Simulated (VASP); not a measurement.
Write the native input for VASP 6.6.1 that does the following.

| Property | Result |
| --- | --- |
| Task | single point |
| Functional | PBEsol |
| Potentials or basis | VASP PAW PBE potentials, release 64 (Al) |
| Cutoff | 520 eV |
| k mesh | 4 × 4 × 1 |
| Occupations | methfessel-paxton, width 0.1 eV |
| Spin | no spin polarisation |
| Dipole correction | no |
| Further INCAR settings | ALGO = Normal; EDIFF = 1e-07; NBANDS = 14 |

The structure of Al lies in POSCAR:

```
Al
1.0
    2.8270770000      0.0000000000      0.0000000000
   -1.4135390000      2.4483210000      0.0000000000
    0.0000000000      0.0000000000      9.1859930000
Al
4
Direct
    0.0000000000      0.0000000000      0.0000000000
    0.3333333333      0.6666666667      0.2500000000
    0.0000000000      0.0000000000      0.5000000000
    0.6666666667      0.3333333333      0.7500000000
```

One way to write it, as run:

INCAR

```
PREC = Accurate ; ENCUT = 520
EDIFF = 1E-7 ; ISMEAR = 1
SIGMA = 0.1 ; LREAL = False
LASPH = True ; NELM = 60
ALGO = Normal ; ISIF = 2
LWAVE = False ; LCHARG = False
GGA = PS ; NBANDS = 14
```

KPOINTS

```
Automatic mesh
0
Gamma
  4 4 1
```

Potentials or basis: VASP PAW PBE potentials, release 64 (Al).

The run is started by

```bash
$ cat potpaw_PBE.64/Al/POTCAR > POTCAR
$ mpirun -np 1 vasp_std > vasp.out
```

Results of the run:

- Pressure: 2.3 GPa
- Band gap on the k mesh: zero (band 6 reaches 11.95 eV, above the bottom of band 7 at 8.60 eV)

Caveat: the k points lie up to 0.68 Å⁻¹ apart; the PAW data sets were made with another functional, which shifts forces and pressure a little.

Wall time 8.7 s on 1 thread of Intel Xeon 6975P-C (shared host), peak memory 0.17 GiB.
